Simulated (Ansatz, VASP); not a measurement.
## One calculation of CaSe, two programs

The input INCAR:

```
SYSTEM = CaSe
  PREC = Accurate
  ENCUT = 600
  EDIFF = 1E-7
  ISMEAR = 0
  SIGMA = 0.02
  LREAL = .False.
  LASPH = .True.
  NELM = 80
  ALGO = Normal
  ISIF = 3
  LWAVE = .False.
  LCHARG = .False.
  GGA = PE
  IBRION = 2
  NSW = 65
  EDIFFG = -0.01
```

The input KPOINTS:

```
Automatic mesh
0
Gamma
  9 9 6
  0 0 0
```

POSCAR

```
CaSe
1.0
    4.2136692919      0.0000000000      0.0000000000
   -2.1068346459      3.6491446499      0.0000000000
    0.0000000000      0.0000000000      6.8808501003
Ca Se
2 2
Direct
    0.0000000000      0.0000000000      0.0000000000
    0.3333333333      0.6666666667      0.5000000000
    0.6666666667      0.3333333333      0.2500000000
    0.6666666667      0.3333333333      0.7500000000
```

Input for Ansatz:

```yaml
crystal:
  lattice:
    - [4.2136692919, 0.0, 0.0]
    - [-2.1068346459, 3.6491446499, 0.0]
    - [0.0, 0.0, 6.8808501003]
  atoms:
    - { symbol: Ca, position: [0.0, 0.0, 0.0] }
    - { symbol: Se, position: [0.6666666667, 0.3333333333, 0.25] }
    - { symbol: Ca, position: [0.3333333333, 0.6666666667, 0.5] }
    - { symbol: Se, position: [0.6666666667, 0.3333333333, 0.75] }
basis:
  ecutwfc: 420
kpoints:
  mp_grid: { grid: [9, 9, 6] }
hamiltonian:
  xc: pbe
scf:
  occupations: { method: gaussian, width: 0.02 }
output:
  forces: true
  stress: true
  eigenvalues: true
  populations: true
relax:
  adjacent_minimum: "off"
  f_tol: 0.01
  max_steps: 45
  cell: { stress_tol: 0.05 }
```

Alike in both runs: task relaxation of cell and atoms; functional PBE; k mesh 9 × 9 × 6; occupations gaussian, width 0.02 eV; no spin polarisation.

|  | VASP | Ansatz |
| --- | --- | --- |
| version | VASP 6.6.1 | Ansatz 0.2.0 |
| potentials or method | VASP PAW PBE potentials, release 64 (Ca_sv, Se), cutoff 600 eV | scalar-relativistic, plane waves, PAW |
| valence electrons in the cell | 32 | 52 |

```tsv
	VASP	Ansatz	Ansatz less VASP
gap on the k mesh at the Fermi level, each at its own relaxed structure (eV)	1.72	1.72	0.000
relaxed volume (Å³/atom)	26.92	26.82	-0.099
relaxed cell length with the largest relative difference (Å)	4.111	4.106	-0.0053
```

VASP's potentials hold 32 valence electrons a cell and Ansatz's 52, so a difference there can come from the potentials and not from the codes.
